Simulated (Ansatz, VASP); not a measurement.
# BaZrO3 in VASP and in Ansatz

```
CELL_PARAMETERS angstrom
4.32483 0.00000 0.00000
0.00000 4.32483 0.00000
0.00000 0.00000 4.32483
ATOMIC_POSITIONS crystal
Ba 0.00000 0.00000 0.00000
Zr 0.50000 0.50000 0.50000
O 0.00000 0.50000 0.50000
O 0.50000 0.50000 0.00000
O 0.50000 0.00000 0.50000
```

Alike in both runs: task single point; functional PBE; k mesh 8 × 8 × 8; occupations gaussian, width 0.05 eV; no spin polarisation.

|  | VASP | Ansatz |
| --- | --- | --- |
| version | VASP 6.6.1 | Ansatz 0.2.0 |
| potentials or method | VASP PAW PBE potentials, release 64 (Ba_sv, Zr_sv, O), cutoff 520 eV | scalar-relativistic, plane waves, PAW |
| valence electrons in the cell | 40 | 40 |

|  | VASP | Ansatz | Ansatz less VASP |
| --- | --- | --- | --- |
| gap on the k mesh at the Fermi level (eV) | 2.97 | 3.01 | +0.039 |
| least direct gap on the mesh (eV) | 3.28 | 3.29 | +0.018 |
| pressure (GPa) | -8.1 | -8.8 | -0.69 |

With one functional, cell and mesh, what is left measures potentials, basis and numerics.

Neither program's run includes spin-orbit coupling.
